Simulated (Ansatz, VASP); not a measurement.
**BaCd3Se4 in VASP and in Ansatz**

```
Ba Cd Se
1.0
     2.75026   -4.11724    0.00000
     2.75026    4.11724    0.00000
     0.00000    0.00000   10.50991
Ba Cd Se
1 3 4
Direct
  0.50000 0.50000 0.00000
  0.50000 0.50000 0.63435
  0.50000 0.50000 0.36565
  0.00000 0.00000 0.50000
  0.00000 0.50000 0.21584
  0.50000 0.00000 0.78416
  0.00000 0.50000 0.78416
  0.50000 0.00000 0.21584
```

Alike in both runs: functional PBE; k mesh 3 × 3 × 2; occupations gaussian, width 0.15 eV; no spin polarisation.

Ansatz relaxed the structure, and its values are those at the end. VASP's run is a single point on that final structure, the one shown.

```csv
,VASP,Ansatz
version,VASP 6.6.1,Ansatz 0.2.0
potentials or method,"VASP PAW PBE potentials, release 64 (Ba_sv, Cd, Se), cutoff 520 eV","scalar-relativistic, plane waves, PAW"
valence electrons in the cell,70,134
```

VASP gave:

- gap on the k mesh at the Fermi level (eV): none
- pressure (GPa): 0.5
- rms of the force components (eV/Å): 0.023

Question: Estimate Ansatz's values.

Answer: gap on the k mesh at the Fermi level (eV): none; pressure (GPa): 0.2; rms of the force components (eV/Å): 0.013.

A gap of «none» marks a metal or a gap that the smearing closes. VASP's potentials hold 70 valence electrons a cell and Ansatz's 134, so a difference there can come from the potentials and not from the codes.

The k mesh is coarse, so the values compare programs but aren't converged. Spin-orbit coupling is off throughout.
